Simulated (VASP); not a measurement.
Write the native input for VASP 6.6.1 that does the following.

```yaml
Task: single point
Functional: LDA
Potentials_or_basis: VASP PAW LDA potentials, release 64 (Si)
Cutoff: 520 eV
k_mesh: 24 × 24 × 14
Occupations: gaussian, width 0.15 eV
Spin: no spin polarisation
Dipole_correction: no
Further_INCAR_settings: ALGO = Normal; EDIFF = 1e-07; NBANDS = 11
```

The structure of Si lies in POSCAR:

```
Si
1.0
   -1.6356629409     -1.6356629409      1.3048122898
   -1.6356629409      1.6356629409      1.3048122898
   -3.2713258818      0.0000000000     -2.6096245796
Si
2
Direct
    0.5172868261      0.5172868261      0.5022524743
   -0.0172868261     -0.0172868261     -0.0022524743
```

This cell differs from its parent crystal: atoms displaced along a vibrational mode.

The input as run:

INCAR

```
PREC     = Accurate       # precision mode
ENCUT    = 520            # plane-wave cutoff, eV
EDIFF    = 1E-7           # SCF threshold, eV
ISMEAR   = 0              # smearing method
SIGMA    = 0.15           # smearing width, eV
LREAL    = F              # projectors in reciprocal space
LASPH    = T              # aspherical terms in the spheres
NELM     = 80             # most SCF steps
ALGO     = Normal         # electronic algorithm
ISIF     = 2              # what is computed and relaxed
LWAVE    = F              # write WAVECAR
LCHARG   = F              # write CHGCAR
NBANDS   = 11             # bands
```

KPOINTS

```
regular mesh
0
Gamma
  24 24 14
```

Potentials or basis: VASP PAW LDA potentials, release 64 (Si).

Launch:

```sh
$ cat potpaw_LDA.64/Si/POTCAR > POTCAR
$ mpirun -np 1 vasp_std > vasp.out
```

Results of the run:

- Pressure: 0.2 GPa
- Largest force: 0.046 eV/Å
- Band gap on the k mesh: zero (bands 4 and 5 overlap by 8.81 eV)

Caveat: the cell differs from its parent crystal (atoms displaced along a vibrational mode).

It took 4.6 min on 1 thread of Intel(R) Xeon(R) Platinum 8259CL CPU @ 2.50GHz (Skylake/Cascade Lake), on a shared host, peak memory 0.55 GiB.
